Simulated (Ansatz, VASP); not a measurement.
GaSb: VASP beside Ansatz

```
Ga Sb
1.0
     0.00000    3.08695    3.08695
     3.08695    0.00000    3.08695
     3.08695    3.08695    0.00000
Ga Sb
1 1
Direct
  0.00000 0.00000 0.00000
  0.75000 0.75000 0.75000
```

Alike in both runs: task single point; functional PBE; k mesh 12 × 12 × 12; occupations fermi-dirac, width 0.15 eV; no spin polarisation.

|  | VASP | Ansatz |
| --- | --- | --- |
| version | VASP 6.6.1 | Ansatz 0.2.0 |
| potentials or method | VASP PAW PBE potentials, release 64 (Ga_d, Sb), cutoff 520 eV | scalar-relativistic, plane waves, PAW |
| valence electrons in the cell | 18 | 28 |

Ansatz gave:

* gap on the k mesh at the Fermi level (eV): none
* pressure (GPa): 0.9

Estimate VASP's values.

gap on the k mesh at the Fermi level (eV): none; pressure (GPa): 1.0.

A gap of «none» marks a metal or a gap that the smearing closes. With one functional, cell and mesh, what is left measures potentials, basis and numerics. VASP's potentials hold 18 valence electrons a cell and Ansatz's 28, so a difference there can come from the potentials and not from the codes.

Spin-orbit coupling is off throughout.
